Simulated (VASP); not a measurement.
Input of a VASP 6.6.1 run:

File INCAR:

```
SYSTEM = TiRh3
PREC     = Accurate       ! precision mode
ENCUT    = 520            ! plane-wave cutoff, eV
EDIFF    = 1E-6           ! SCF threshold, eV
ISMEAR   = 0              ! smearing method
SIGMA    = 0.05           ! smearing width, eV
LREAL    = .False.        ! projectors in reciprocal space
LASPH    = .True.         ! aspherical terms in the spheres
NELM     = 100            ! most SCF steps
ALGO     = Normal         ! electronic algorithm
ISIF     = 2              ! what is computed and relaxed
LWAVE    = .False.        ! write WAVECAR
LCHARG   = .False.        ! write CHGCAR
GGA      = CA             ! functional
NBANDS   = 36             ! bands
```

The input KPOINTS:

```
regular mesh
0
Gamma
  6 6 6
  0 0 0
```

File POSCAR:

```
TiRh3
1.0
    3.7704654297      0.0000000000      0.0000000000
    0.0000000000      3.7704654297      0.0000000000
    0.0000000000      0.0000000000      3.7704654297
Ti Rh
1 3
Direct
    0.0000000000      0.0000000000      0.0000000000
    0.0000000000      0.5000000000      0.5000000000
    0.5000000000      0.0000000000      0.5000000000
    0.5000000000      0.5000000000      0.0000000000
```

Potentials or basis: VASP PAW LDA potentials, release 64 (Ti_sv, Rh_pv).

The run is started by

```sh
$ cat potpaw_LDA.64/Ti_sv/POTCAR potpaw_LDA.64/Rh_pv/POTCAR > POTCAR
$ mpirun -np 1 vasp_std > vasp.out
```

(1) Estimate the pressure.

## Answers

(1) 0.8 GPa.
